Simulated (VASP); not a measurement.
# InAs (F-43m) in VASP: further runs

Aim: see how the results for InAs move with the level of theory and the settings. Levels: PBE, HSE06. Tasks: single point.

Program: VASP 6.6.1. These are calculated values, not measurements. Logs are shortened: lines on timing, memory, paths and dates and some standing lists are left out, and cuts for length are marked.

### 1 The cell of the first run

It takes space group F-43m (No. 216, cubic). Conventional cell: a = 6.109 Å, b = 6.109 Å, c = 6.109 Å, α = 90.00°, β = 90.00°, γ = 90.00°. In (site symmetry -43m) has 4 As at 2.65 Å within 3.5 Å. Within 3.5 Å of As (site symmetry -43m) lie 4 In at 2.65 Å.

### 2 Single point, PBE, non-collinear spin, zero start, spin-orbit coupling

Input file INCAR:

```
PREC     = Accurate       # precision mode
ENCUT    = 520            # plane-wave cutoff, eV
EDIFF    = 1E-6           # SCF threshold, eV
ISMEAR   = -1             # smearing method
SIGMA    = 0.02           # smearing width, eV
LREAL    = F              # projectors in reciprocal space
LASPH    = T              # aspherical terms in the spheres
NELM     = 150            # most SCF steps
ALGO     = Normal         # electronic algorithm
ISIF     = 2              # what is computed and relaxed
LWAVE    = F              # write WAVECAR
LCHARG   = F              # write CHGCAR
MAGMOM   = 0 0 0 0 0 0    # initial moments
LORBIT   = 11             # projections on sites
LSORBIT  = T              # spin-orbit coupling
GGA_COMPAT= F            
LORBMOM  = T            
GGA      = PE             # functional
NBANDS   = 30             # bands
```

Input file KPOINTS:

```
Automatic mesh
0
Gamma
  8 8 8
```

Input file POSCAR:

```
InAs
1.0
    0.0000000000      3.0545904655      3.0545904655
    3.0545904655      0.0000000000      3.0545904655
    3.0545904655      3.0545904655      0.0000000000
In As
1 1
Direct
    0.0000000000      0.0000000000      0.0000000000
    0.2500000000      0.2500000000      0.2500000000
```

Potentials or basis: VASP PAW PBE potentials, release 64 (In_d, As).

The run is started by

```console
$ cat potpaw_PBE.64/In_d/POTCAR potpaw_PBE.64/As/POTCAR > POTCAR
$ mpirun -np 1 vasp_ncl > vasp.out
```

OUTCAR:

```text
PREC = Accurate
   ENCUT = 520
   EDIFF = 1E-6
   ISMEAR = -1
   LREAL = F
   LASPH = T
   NELM = 150
   ISIF = 2
   LORBIT = 11
   LSORBIT = T
   GGA = PE

 ion  position               nearest neighbor table
   1  0.000  0.000  0.000-   2 2.65   2 2.65   2 2.65   2 2.65
   2  0.250  0.250  0.250-   1 2.65   1 2.65   1 2.65   1 2.65

  LATTYP: Found a face centered cubic cell.
 ALAT       =     6.1091809310

  Lattice vectors:

 A1 = (   0.0000000000,   3.0545904655,   3.0545904655)
 A2 = (   3.0545904655,   0.0000000000,   3.0545904655)
 A3 = (   3.0545904655,   3.0545904655,   0.0000000000)

Analysis of symmetry for initial positions (statically):
=====================================================================
 Subroutine PRICEL returns:
 Original cell was already a primitive cell.

 Routine SETGRP: Setting up the symmetry group for a
 face centered cubic supercell.

 Subroutine GETGRP returns: Found 24 space group operations
 (whereof 24 operations were pure point group operations)
 out of a pool of 48 trial point group operations.

The static configuration has the point symmetry T_d .

Analysis of symmetry for dynamics (positions and initial velocities):
=====================================================================
 Subroutine PRICEL returns:
 Original cell was already a primitive cell.

 Routine SETGRP: Setting up the symmetry group for a
 face centered cubic supercell.

 Subroutine GETGRP returns: Found 24 space group operations
 (whereof 24 operations were pure point group operations)
 out of a pool of 48 trial point group operations.

The dynamic configuration has the point symmetry T_d .

Analysis of structural, dynamic, and magnetic symmetry:
=====================================================================
 Subroutine PRICEL returns:
 Original cell was already a primitive cell.

 Routine SETGRP: Setting up the symmetry group for a
 face centered cubic supercell.

 Subroutine GETGRP returns: Found 24 space group operations
 (whereof 24 operations were pure point group operations)
 out of a pool of 48 trial point group operations.

The overall configuration has the point symmetry T_d .

 Subroutine INISYM returns: Found 24 space group operations
 (whereof 24 operations are pure point group operations),
 and found     1 'primitive' translations

----------------------------------------------------------------------------------------

                                     Primitive cell

  volume of cell :      57.0019

  direct lattice vectors                    reciprocal lattice vectors
     0.000000000  3.054590466  3.054590466    -0.163688064  0.163688064  0.163688064
     3.054590466  0.000000000  3.054590466     0.163688064 -0.163688064  0.163688064
     3.054590466  3.054590466  0.000000000     0.163688064  0.163688064 -0.163688064

  length of vectors
     4.319843264  4.319843264  4.319843264     0.283516044  0.283516044  0.283516044

  position of ions in fractional coordinates (direct lattice)
     0.000000000  0.000000000  0.000000000
     0.250000000  0.250000000  0.250000000

  ion indices of the primitive-cell ions
   primitive index   ion index
                 1           1
                 2           2

----------------------------------------------------------------------------------------

 KPOINTS: Automatic mesh

Automatic generation of k-mesh.
 Grid dimensions read from file:
 generate k-points for:    8    8    8

 Generating k-lattice:

  Cartesian coordinates                     Fractional coordinates (reciprocal lattice)
    -0.020461008  0.020461008  0.020461008     0.125000000  0.000000000  0.000000000
     0.020461008 -0.020461008  0.020461008     0.000000000  0.125000000  0.000000000
     0.020461008  0.020461008 -0.020461008     0.000000000  0.000000000  0.125000000

[... 95 lines left out ...]

 number of electron      17.9999996 magnetization      -0.0000000      0.0000000     -0.0000000

 number of electron      17.9999996 magnetization       0.0000000      0.0000000      0.0000000

 Free energy of the ion-electron system (eV)
  ---------------------------------------------------
  ext. energy  EPLUGINS =         0.00000000
  ---------------------------------------------------
  free energy    TOTEN  =        -7.75105991 eV

  energy without entropy =       -7.75095085  energy(sigma->0) =       -7.75100538

 E-fermi :   4.3126     XC(G=0):  -8.9583

 val. band max:        4.3125322045   @ k =   0.0000   0.0000   0.0000
 cond. band min:       5.0908231168   @ k =   0.5000   0.0000   0.0000
 fundamental gap:      0.7782909123
 Fermi energy:         4.3125709467

 k-point     1 :       0.0000    0.0000    0.0000
  band No.  band energies     occupation
      1     -10.5926      1.00000
      2     -10.5926      1.00000
      3     -10.5926      1.00000
      4     -10.5926      1.00000
      5      -9.7956      1.00000
      6      -9.7956      1.00000
[... 781 lines left out ...]
     29      15.0786      0.00000
     30      15.1008      0.00000

 [... further k-points ...]

------------------------ aborting loop because EDIFF is reached ----------------------------------------

  FORCE on cell =-STRESS in cart. coord.  units (eV):
  Direction    XX          YY          ZZ          XY          YZ          ZX
  --------------------------------------------------------------------------------------
  -------------------------------------------------------------------------------------
  Total        0.7272122      0.7272122      0.7272122     -0.0000000      0.0000000     -0.0000000
  in kB       20.4400889     20.4400889     20.4400889     -0.0000000      0.0000000     -0.0000000
  external PRESSURE =      20.4400889 kB  Pullay stress =       0.0000000 kB

 VOLUME and BASIS-vectors are now :
 -----------------------------------------------------------------------------
  energy-cutoff  :      520.00
  volume of cell :       57.00
      direct lattice vectors                 reciprocal lattice vectors
     0.000000000  3.054590466  3.054590466    -0.163688064  0.163688064  0.163688064
     3.054590466  0.000000000  3.054590466     0.163688064 -0.163688064  0.163688064
     3.054590466  3.054590466  0.000000000     0.163688064  0.163688064 -0.163688064

 POSITION                                       TOTAL-FORCE (eV/Angst)
 -----------------------------------------------------------------------------------
      0.00000      0.00000      0.00000         0.000000     -0.000000     -0.000000
      1.52730      1.52730      1.52730        -0.000000      0.000000      0.000000
 -----------------------------------------------------------------------------------
    total drift:                                0.000000      0.000000      0.000000

  FREE ENERGIE OF THE ION-ELECTRON SYSTEM (eV)
  ---------------------------------------------------
  free  energy   TOTEN  =        -7.7510599097 eV

  energy  without entropy=       -7.7509508474  energy(sigma->0) =       -7.75100538

 orbital moment (x)

 # of ion     p       d       tot
 ----------------------------------------
  1         0.000   0.000   0.000
  2         0.000   0.000   0.000
 ----------------------------------------
            0.000   0.000   0.000

 orbital moment (y)

 # of ion     p       d       tot
 ----------------------------------------
  1         0.000   0.000   0.000
  2         0.000  -0.000  -0.000
 ----------------------------------------
            0.000   0.000   0.000

 orbital moment (z)

 # of ion     p       d       tot
 ----------------------------------------
  1         0.000   0.000   0.000
  2         0.000  -0.000  -0.000
 ----------------------------------------
            0.000   0.000   0.000

 Spin-Orbit-Coupling matrix elements

 Ion:    1  E_soc:     -0.0720938
 l=   1
     0.0000000    -0.0055996    -0.0055996
    -0.0055996     0.0000000    -0.0055996
    -0.0055996    -0.0055996     0.0000000
 l=   2
     0.0000000    -0.0012923     0.0000000    -0.0012923    -0.0051237
    -0.0012923     0.0000000    -0.0038428    -0.0012923    -0.0012809
     0.0000000    -0.0038428     0.0000000    -0.0038428     0.0000000
    -0.0012923    -0.0012923    -0.0038428     0.0000000    -0.0012809
    -0.0051237    -0.0012809     0.0000000    -0.0012809     0.0000000
 l=   3
     0.0000000     0.0000000     0.0000000     0.0000000     0.0000000     0.0000000     0.0000000
     0.0000000     0.0000000     0.0000000     0.0000000     0.0000000     0.0000000     0.0000000
     0.0000000     0.0000000     0.0000000     0.0000000     0.0000000     0.0000000     0.0000000
     0.0000000     0.0000000     0.0000000     0.0000000     0.0000000     0.0000000     0.0000000
     0.0000000     0.0000000     0.0000000     0.0000000     0.0000000     0.0000000     0.0000000
     0.0000000     0.0000000     0.0000000     0.0000000     0.0000000     0.0000000     0.0000000
     0.0000000     0.0000000     0.0000000     0.0000000     0.0000000     0.0000000     0.0000000

 Ion:    2  E_soc:     -0.0266018
 l=   1
     0.0000000    -0.0044317    -0.0044317
    -0.0044317     0.0000000    -0.0044317
    -0.0044317    -0.0044317     0.0000000
 l=   2
     0.0000000    -0.0000009     0.0000000    -0.0000009    -0.0000010
    -0.0000009     0.0000000    -0.0000008    -0.0000009    -0.0000003
     0.0000000    -0.0000008     0.0000000    -0.0000008     0.0000000
    -0.0000009    -0.0000009    -0.0000008     0.0000000    -0.0000003
    -0.0000010    -0.0000003     0.0000000    -0.0000003     0.0000000
 l=   3
     0.0000000     0.0000000     0.0000000     0.0000000     0.0000000     0.0000000     0.0000000
     0.0000000     0.0000000     0.0000000     0.0000000     0.0000000     0.0000000     0.0000000
     0.0000000     0.0000000     0.0000000     0.0000000     0.0000000     0.0000000     0.0000000
     0.0000000     0.0000000     0.0000000     0.0000000     0.0000000     0.0000000     0.0000000
     0.0000000     0.0000000     0.0000000     0.0000000     0.0000000     0.0000000     0.0000000
     0.0000000     0.0000000     0.0000000     0.0000000     0.0000000     0.0000000     0.0000000
     0.0000000     0.0000000     0.0000000     0.0000000     0.0000000     0.0000000     0.0000000

 total charge

# of ion       s       p       d       tot
------------------------------------------
    1        0.848   0.706   9.885  11.439
    2        1.222   1.552   0.021   2.795
--------------------------------------------------
tot          2.071   2.258   9.906  14.234

 magnetization (x)

# of ion       s       p       d       tot
------------------------------------------
    1       -0.000   0.000  -0.000   0.000
    2        0.000   0.000  -0.000   0.000
--------------------------------------------------
tot          0.000   0.000  -0.000   0.000

 magnetization (y)

# of ion       s       p       d       tot
------------------------------------------
    1        0.000   0.000   0.000   0.000
    2        0.000  -0.000   0.000  -0.000
--------------------------------------------------
tot          0.000  -0.000   0.000  -0.000

 magnetization (z)

# of ion       s       p       d       tot
------------------------------------------
    1       -0.000   0.000   0.000  -0.000
    2        0.000   0.000  -0.000   0.000
--------------------------------------------------
tot         -0.000   0.000   0.000   0.000
```

It took 4.4 min on 1 thread of Intel Xeon 8259CL, shared host; peak memory 0.37 GiB.

Results:

| Item | Value |
| --- | --- |
| Free energy | -7.7511 eV |
| Pressure | 2.0 GPa |
| Net moment | 0.00 μB per cell |
| Valence electrons inside the program's atomic spheres | In 11.44; As 2.79 |

Moments on the atoms (μB; x, y, z):
```
In  0.00 0.00 0.00
As  0.00 0.00 0.00
```

### 3 Single point, HSE06

Input file POSCAR:

```
InAs
1.0
    0.0000000000      3.0564337297      3.0564337297
    3.0564337297      0.0000000000      3.0564337297
    3.0564337297      3.0564337297      0.0000000000
In As
1 1
Direct
    0.0000000000      0.0000000000      0.0000000000
    0.2500000000      0.2500000000      0.2500000000
```

Input file INCAR.step1:

```
ALGO = Normal
EDIFF = 1E-5
ENCUT = 520
GGA = PE
ISIF = 2
ISMEAR = -1
LASPH = True
LCHARG = False
LREAL = False
LWAVE = True
NBANDS = 16
NELM = 100
PREC = Accurate
SIGMA = 0.02
```

Input file INCAR.step2:

```
ALGO = Normal
EDIFF = 1E-6
ENCUT = 520
GGA = PE
HFSCREEN = 0.2079
ISIF = 2
ISMEAR = -1
ISTART = 1
LASPH = True
LCHARG = False
LHFCALC = True
LREAL = False
LWAVE = False
NBANDS = 16
NELM = 100
PREC = Accurate
PRECFOCK = Normal
SIGMA = 0.02
```

Input file KPOINTS:

```
k-points
0
Gamma
  4 4 4
```

Potentials or basis: VASP PAW PBE potentials, release 64 (In_d, As).

The run is started by

```console
$ cat potpaw_PBE.64/In_d/POTCAR potpaw_PBE.64/As/POTCAR > POTCAR
$ cp INCAR.step1 INCAR
$ mpirun -np 1 vasp_std > vasp.out
$ cp INCAR.step2 INCAR
$ mpirun -np 1 vasp_std > vasp.out
```

Run time: 23 min. Hardware: 1 thread of Intel Xeon 8259CL, shared host; peak memory 0.3 GiB.

Results (log left out):

```
Free energy            : -9.1108 eV
Pressure               : -0.2 GPa
Band gap on the k mesh : 0.39 eV
```

Levels at points of the mesh, in eV from the valence-band top:
```tsv
k point	band 5	band 6	band 7	band 8	band 9	band 10	band 11	band 12	band 13	band 14
(0.00, 0.00, 0.00)	-15.98	-12.79	0.00	0.00	0.00	0.39	4.65	4.65	4.65	8.34
(0.50, 0.00, 0.00)	-15.97	-11.28	-6.07	-1.02	-1.02	1.59	5.43	5.43	7.67	9.93
(0.50, 0.50, 0.00)	-15.96	-10.71	-6.17	-2.41	-2.41	2.18	2.73	10.10	10.25	10.25
```

Caveat: the k points lie up to 0.45 Å⁻¹ apart; the PAW data sets were made with another functional, which shifts forces and pressure a little; spin-orbit coupling is left out, which moves the levels of the heavy elements.
